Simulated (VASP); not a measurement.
# MgO in VASP: further runs, part 2 of 2

VASP 6.6.1. The steps go on from the part before.

### 3 Single point, r2SCAN

Input file POSCAR:

```
MgO
1.0
    2.1022009521      2.1022009521      0.0000000000
   -2.1022009521      2.1022009521      0.0000000000
    0.1783776658      0.1783776658      4.2044019043
Mg O
2 2
Direct
    0.0000000000      0.0000000000      0.0000000000
    0.5000000000      0.5000000000      0.5000000000
    0.5000000000      0.5000000000      0.0000000000
    0.0000000000      0.0000000000      0.5000000000
```

Input file INCAR.step1:

```
ALGO = Normal
EDIFF = 1E-4
ENCUT = 520
GGA = PE
ISMEAR = 0
LASPH = T
LCHARG = F
LREAL = F
LWAVE = T
NBANDS = 16
NELM = 60
PREC = Accurate
SIGMA = 0.02
```

Input file INCAR.step2:

```
ALGO = Normal
EDIFF = 1E-6
ENCUT = 520
ISIF = 2
ISMEAR = 0
ISTART = 1
LASPH = T
LCHARG = F
LMIXTAU = T
LREAL = F
LWAVE = F
METAGGA = R2SCAN
NBANDS = 16
NELM = 60
PREC = Accurate
SIGMA = 0.02
```

Input file KPOINTS:

```
k-points
0
Gamma
  8 8 6
```

Potentials or basis: VASP PAW PBE potentials, release 64 (Mg, O).

Command:

```
> cat potpaw_PBE.64/Mg/POTCAR potpaw_PBE.64/O/POTCAR > POTCAR
> cp INCAR.step1 INCAR
> mpirun -np 1 vasp_std > vasp.out
> cp INCAR.step2 INCAR
> mpirun -np 1 vasp_std > vasp.out
```

OUTCAR:

```text
EDIFF = 1E-6
   ENCUT = 520
   ISIF = 2
   ISMEAR = 0
   ISTART = 1
   LASPH = T
   LREAL = F
   METAGGA = R2SCAN
   NELM = 60
   PREC = Accurate

 ion  position               nearest neighbor table
   1  0.000  0.000  0.000-   3 2.10   3 2.10   3 2.10   3 2.10   4 2.11   4 2.11   2 2.91   2 2.91
                             2 2.91   2 2.91   2 3.04   2 3.04   2 3.04   2 3.04
   2  0.500  0.500  0.500-   4 2.10   4 2.10   4 2.10   4 2.10   3 2.11   3 2.11   1 2.91   1 2.91
                             1 2.91   1 2.91   1 3.04   1 3.04   1 3.04   1 3.04
   3  0.500  0.500  0.000-   1 2.10   1 2.10   1 2.10   1 2.10   2 2.11   2 2.11
   4  0.000  0.000  0.500-   2 2.10   2 2.10   2 2.10   2 2.10   1 2.11   1 2.11

  LATTYP: Found a simple monoclinic cell.
 ALAT       =     2.9729610973
 B/A-ratio  =     1.0000000000
 C/A-ratio  =     1.4167568599
 COS(beta)  =    -0.0598922907

  Lattice vectors:

 A1 = (   2.1022009521,   2.1022009521,   0.0000000000)
 A2 = (   2.1022009521,  -2.1022009521,   0.0000000000)
 A3 = (  -0.1783776658,  -0.1783776658,  -4.2044019043)

Analysis of symmetry for initial positions (statically):
[... 204 lines left out ...]
 fundamental gap:      5.3811724123
 Fermi energy:         3.2227107159

 k-point     1 :       0.0000    0.0000    0.0000
  band No.  band energies     occupation
      1     -15.4017      2.00000
      2     -13.8789      2.00000
      3      -1.2957      2.00000
      4       1.4446      2.00000
      5       1.4613      2.00000
      6       2.5986      2.00000
[... 433 lines left out ...]
      3      -1.1402      2.00000
      4      -1.1402      2.00000
      5       1.1573      2.00000
      6       1.1573      2.00000
[... 8 lines left out ...]
     15      22.4846      0.00000
     16      22.4846      0.00000

 [... further k-points ...]

------------------------ aborting loop because EDIFF is reached ----------------------------------------

  FORCE on cell =-STRESS in cart. coord.  units (eV):
  Direction    XX          YY          ZZ          XY          YZ          ZX
  --------------------------------------------------------------------------------------
  -------------------------------------------------------------------------------------
  Total       -0.3275658     -0.3275658     -0.1224486     -0.1762122     -1.5418593     -1.5418594
  in kB      -14.1229822    -14.1229822     -5.2793645     -7.5973794    -66.4771889    -66.4771943
  external PRESSURE =     -11.1751096 kB  Pullay stress =       0.0000000 kB

 VOLUME and BASIS-vectors are now :
 -----------------------------------------------------------------------------
  energy-cutoff  :      520.00
  volume of cell :       37.16
      direct lattice vectors                 reciprocal lattice vectors
     2.102200952  2.102200952  0.000000000     0.237845958  0.237845958 -0.020181899
    -2.102200952  2.102200952  0.000000000    -0.237845958  0.237845958  0.000000000
     0.178377666  0.178377666  4.204401904     0.000000000  0.000000000  0.237845958

 POSITION                                       TOTAL-FORCE (eV/Angst)
 -----------------------------------------------------------------------------------
      0.00000      0.00000      0.00000        -0.000000      0.000000      0.000000
      0.08919      2.19139      2.10220         0.000000     -0.000000      0.000000
      0.00000      2.10220      0.00000        -0.000000      0.000000     -0.000000
      0.08919      0.08919      2.10220         0.000000     -0.000000      0.000000
 -----------------------------------------------------------------------------------
    total drift:                                0.000000     -0.000000     -0.000000

  FREE ENERGIE OF THE ION-ELECTRON SYSTEM (eV)
  ---------------------------------------------------
  free  energy   TOTEN  =       -32.2567512959 eV

  energy  without entropy=      -32.2567512959  energy(sigma->0) =      -32.25675130
```

Wall time 72 s (1 thread of Intel Xeon 6975P-C (Granite Rapids), shared host); peak memory 0.2 GiB.

What came out:

- Free energy: -32.2568 eV
- Pressure: -1.1 GPa
- Band gap on the k mesh: 5.38 eV

Stress tensor (GPa, compression positive):
```
-1.41 -0.76 -6.65
-0.76 -1.41 -6.65
-6.65 -6.65 -0.53
```

Caveat: the PAW data sets were made with another functional, which shifts forces and pressure a little.

### 4 Single point, r2SCAN

This run uses another cell than the first one: it holds 2 atoms, not 4.

Input file POSCAR:

```
MgO
1.0
    0.0000000000      2.1022009521      2.1022009521
    2.1022009521      0.0000000000      2.1022009521
    2.1022009521      2.1022009521      0.0000000000
Mg O
1 1
Direct
    0.0000000000      0.0000000000      0.0000000000
    0.5000000000      0.5000000000      0.5000000000
```

Input file INCAR.step1:

```
SYSTEM = MgO
ALGO = Normal
EDIFF = 1E-4
ENCUT = 520
GGA = PE
ISMEAR = 0
LASPH = .True.
LCHARG = .False.
LREAL = .False.
LWAVE = .True.
NBANDS = 11
NELM = 100
PREC = Accurate
SIGMA = 0.02
```

Input file INCAR.step2:

```
SYSTEM = MgO
ALGO = Normal
EDIFF = 1E-6
ENCUT = 520
ISIF = 2
ISMEAR = 0
ISTART = 1
LASPH = .True.
LCHARG = .False.
LMIXTAU = .True.
LREAL = .False.
LWAVE = .False.
METAGGA = R2SCAN
NBANDS = 11
NELM = 100
PREC = Accurate
SIGMA = 0.02
```

Input file KPOINTS:

```
k-points
0
Gamma
  10 10 10
  0 0 0
```

Command:

```
> cat potpaw_PBE.64/Mg/POTCAR potpaw_PBE.64/O/POTCAR > POTCAR
> cp INCAR.step1 INCAR
> mpirun -np 1 vasp_std > vasp.out
> cp INCAR.step2 INCAR
> mpirun -np 1 vasp_std > vasp.out
```

It took 49 s on 1 thread of Intel Xeon 8259CL, shared host; peak memory 0.15 GiB.

It converged, with:

| Property | Result |
| --- | --- |
| Free energy | -16.1611 eV |
| Pressure | -1.1 GPa |
| Band gap on the k mesh | 5.66 eV |

Levels at points of the mesh, in eV from the valence-band top:
| k point | band 1 | band 2 | band 3 | band 4 | band 5 | band 6 | band 7 | band 8 | band 9 |
| --- | --- | --- | --- | --- | --- | --- | --- | --- | --- |
| (0.00, 0.00, 0.00) | -18.23 | 0.00 | 0.00 | 0.00 | 5.66 | 16.87 | 16.87 | 16.87 | 21.03 |
| (0.50, 0.00, 0.00) | -16.97 | -4.63 | -0.68 | -0.68 | 8.84 | 13.87 | 17.48 | 17.48 | 22.46 |
| (0.50, 0.50, 0.00) | -16.72 | -4.12 | -1.38 | -1.38 | 10.04 | 11.12 | 14.35 | 20.46 | 20.46 |

Caveat: the PAW data sets were made with another functional, which shifts forces and pressure a little.
